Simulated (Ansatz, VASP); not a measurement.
One calculation of As, two programs

```
As
1.0
     1.84957   -5.71907    0.00000
     1.84957    5.71907    0.00000
     0.00000    0.00000    4.69151
As
4
Direct
  0.10559 0.89441 0.06944
  0.60559 0.39441 0.43056
  0.89441 0.10559 0.93056
  0.39441 0.60559 0.56944
```

Alike in both runs: functional PBE; k mesh 12 × 12 × 10; occupations gaussian, width 0.1 eV; no spin polarisation.

Ansatz relaxed the structure, and its values are those at the end. VASP's run is a single point on that final structure, the one shown.

|  | VASP | Ansatz |
| --- | --- | --- |
| version | VASP 6.6.1 | Ansatz 0.2.0 |
| potentials or method | VASP PAW PBE potentials, release 64 (As), cutoff 520 eV | scalar-relativistic, plane waves, PAW |
| valence electrons in the cell | 20 | 60 |

|  | VASP | Ansatz | Ansatz less VASP |
| --- | --- | --- | --- |
| gap on the k mesh at the Fermi level (eV) | none | none | - |
| pressure (GPa) | 0.3 | 0.0 | -0.27 |
| rms of the force components (eV/Å) | 0.033 | 0.001 | -0.0311 |

A gap of «none» marks a metal or a gap that the smearing closes. VASP's potentials hold 20 valence electrons a cell and Ansatz's 60, so a difference there can come from the potentials and not from the codes.
